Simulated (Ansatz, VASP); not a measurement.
**Two plane-wave programs on CdTeSe3**

Contents of INCAR:

```
PREC = Accurate
ENCUT = 520
EDIFF = 1E-6
ISMEAR = 0
SIGMA = 0.1
LREAL = False
LASPH = True
NELM = 100
ALGO = Normal
ISIF = 2
LWAVE = False
LCHARG = False
GGA = PE
NBANDS = 26
```

Contents of KPOINTS:

```
regular mesh
0
Gamma
  4 4 4
```

POSCAR

```
CdTeSe3
1.0
    4.7891301200      0.0000000000      0.0000000000
    0.0000000000      4.7891301200      0.0000000000
    0.0000000000      0.0000000000      6.0541032500
Cd Te Se
1 1 3
Direct
    0.0000000000      0.0000000000      0.9838940500
    0.5000000000      0.5000000000      0.6872155100
    0.0000000000      0.5000000000      0.5006765100
    0.5000000000      0.5000000000      0.1001364400
    0.5000000000      0.0000000000      0.5006765100
```

Input for Ansatz:

```yaml
crystal:
  lattice:
    - [4.78913012, 0.0, 0.0]
    - [0.0, 4.78913012, 0.0]
    - [0.0, 0.0, 6.05410325]
  atoms:
    - { symbol: Cd, position: [0.0, 0.0, 0.98389405] }
    - { symbol: Te, position: [0.5, 0.5, 0.68721551] }
    - { symbol: Se, position: [0.0, 0.5, 0.50067651] }
    - { symbol: Se, position: [0.5, 0.5, 0.10013644] }
    - { symbol: Se, position: [0.5, 0.0, 0.50067651] }
basis:
  ecutwfc: 420
kpoints:
  mp_grid: { grid: [4, 4, 4] }
hamiltonian:
  xc: pbe
scf:
  occupations: { method: gaussian, width: 0.1 }
  lower_state_search: "off"
output:
  forces: true
  stress: true
  eigenvalues: true
```

Change from the starting cell: species swapped into the PrBPt3 type (P4mm, No. 99).

Alike in both runs: task single point; functional PBE; k mesh 4 × 4 × 4; occupations gaussian, width 0.1 eV; no spin polarisation.

|  | VASP | Ansatz |
| --- | --- | --- |
| version | VASP 6.6.1 | Ansatz 0.2.0 |
| potentials or method | VASP PAW PBE potentials, release 64 (Cd, Te, Se), cutoff 520 eV | scalar-relativistic, plane waves, PAW |
| valence electrons in the cell | 36 | 84 |

Ansatz gave:

```
gap on the k mesh at the Fermi level (eV)                     : none
pressure (GPa)                                                : 3.8
traceless stress, the component that is largest in VASP (GPa) : 0.28
rms of the force components (eV/Å)                            : 0.155
```

**Question.** Which values does VASP return?

**Answer.** gap on the k mesh at the Fermi level (eV): none; pressure (GPa): 3.9; traceless stress, the component that is largest in VASP (GPa): 0.29; rms of the force components (eV/Å): 0.161.

Atom by atom the forces differ by 0.006 eV/Å (rms over components). A gap of «none» marks a metal or a gap that the smearing closes. VASP's potentials hold 36 valence electrons a cell and Ansatz's 84, so a difference there can come from the potentials and not from the codes.

Neither program's run includes spin-orbit coupling.
